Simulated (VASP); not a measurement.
Wanted: the native input for a VASP 6.6.1 run.

| Quantity | Value |
| --- | --- |
| Task | single point |
| Functional | r2SCAN |
| Potentials or basis | VASP PAW PBE potentials, release 64 (Na_pv, Cl) |
| Cutoff | 520 eV |
| k mesh | 6 × 6 × 6 |
| Occupations | gaussian, width 0.01 eV |
| Spin | no spin polarisation |
| Dipole correction | no |
| Further INCAR settings | ALGO = Normal; EDIFF = 1e-07; NBANDS = 14 |

The system is NaCl.

```
CELL_PARAMETERS angstrom
0.00000 2.83048 2.83048
2.83048 0.00000 2.83048
2.83048 2.83048 0.00000
ATOMIC_POSITIONS crystal
Na 0.00000 0.00000 0.00000
Cl 0.50000 0.50000 0.50000
```

This cell differs from its parent crystal: volume changed by +3%.

The input as run:

POSCAR

```
NaCl
1.0
    0.0000000000      2.8304835619      2.8304835619
    2.8304835619      0.0000000000      2.8304835619
    2.8304835619      2.8304835619      0.0000000000
Na Cl
1 1
Direct
    0.0000000000      0.0000000000      0.0000000000
    0.5000000000      0.5000000000      0.5000000000
```

INCAR.step1

```
PREC     = Accurate       # precision mode
ENCUT    = 520            # plane-wave cutoff, eV
ISMEAR   = 0              # smearing method
SIGMA    = 0.01           # smearing width, eV
LREAL    = F              # projectors in reciprocal space
LASPH    = T              # aspherical terms in the spheres
NELM     = 80             # most SCF steps
NBANDS   = 14             # bands
GGA      = PE             # functional
ALGO     = Normal         # electronic algorithm
EDIFF    = 1E-4           # SCF threshold, eV
LWAVE    = T              # write WAVECAR
LCHARG   = F              # write CHGCAR
```

INCAR.step2

```
PREC     = Accurate       # precision mode
ENCUT    = 520            # plane-wave cutoff, eV
EDIFF    = 1E-7           # SCF threshold, eV
ISMEAR   = 0              # smearing method
SIGMA    = 0.01           # smearing width, eV
LREAL    = F              # projectors in reciprocal space
LASPH    = T              # aspherical terms in the spheres
NELM     = 80             # most SCF steps
ALGO     = Normal         # electronic algorithm
ISIF     = 2              # what is computed and relaxed
LWAVE    = F              # write WAVECAR
LCHARG   = F              # write CHGCAR
METAGGA  = R2SCAN         # meta-GGA
LMIXTAU  = T            
NBANDS   = 14             # bands
ISTART   = 1
```

KPOINTS

```
Automatic mesh
0
Gamma
  6 6 6
```

Potentials or basis: VASP PAW PBE potentials, release 64 (Na_pv, Cl).

Run with:

```console
$ cat potpaw_PBE.64/Na_pv/POTCAR potpaw_PBE.64/Cl/POTCAR > POTCAR
$ cp INCAR.step1 INCAR
$ mpirun -np 1 vasp_std > vasp.out
$ cp INCAR.step2 INCAR
$ mpirun -np 1 vasp_std > vasp.out
```

Results of the run:

| Property | Result |
| --- | --- |
| Pressure | -1.0 GPa |
| Band gap on the k mesh | 5.88 eV, direct |

Caveat: the PAW data sets were made with another functional, which shifts forces and pressure a little.

Wall time 36 s on 1 thread of Intel(R) Xeon(R) Platinum 8488C (Sapphire Rapids), on a shared host, peak memory 0.17 GiB.
